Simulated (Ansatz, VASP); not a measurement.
**One calculation of PtSe2, two programs**

```xyz
3
Lattice="3.7240 0.0000 0.0000 -1.8620 3.2251 0.0000 0.0000 0.0000 5.0620" Properties=species:S:1:pos:R:3 pbc="T T T"
Pt    0.0000    0.0000    0.0000
Se    0.0000    2.1501    1.2655
Se    1.8620    1.0750    3.7965
```

Alike in both runs: task relaxation of cell and atoms; functional PBE; k mesh 15 × 15 × 8; occupations gaussian, width 0.1 eV; no spin polarisation.

```csv
,VASP,Ansatz
version,VASP 6.6.1,Ansatz 0.2.0
potentials or method,"VASP PAW PBE potentials, release 64 (Pt, Se), cutoff 600 eV","scalar-relativistic, plane waves, PAW"
valence electrons in the cell,22,50
```

Ansatz gave:

| Quantity | Value |
| --- | --- |
| gap on the k mesh at the Fermi level, each at its own relaxed structure (eV) | 0.89 |
| relaxed volume (Å³/atom) | 26.50 |
| relaxed cell length with the largest relative difference (Å) | 6.522 |

Q: Estimate VASP's values.

A: gap on the k mesh at the Fermi level, each at its own relaxed structure (eV): 0.78; relaxed volume (Å³/atom): 25.85; relaxed cell length with the largest relative difference (Å): 6.359.

VASP's potentials hold 22 valence electrons a cell and Ansatz's 50, so a difference there can come from the potentials and not from the codes.

Spin-orbit coupling is off throughout. Noted on VASP's run: the volume moved by over 15 % at a fixed basis, so the end points are rough.
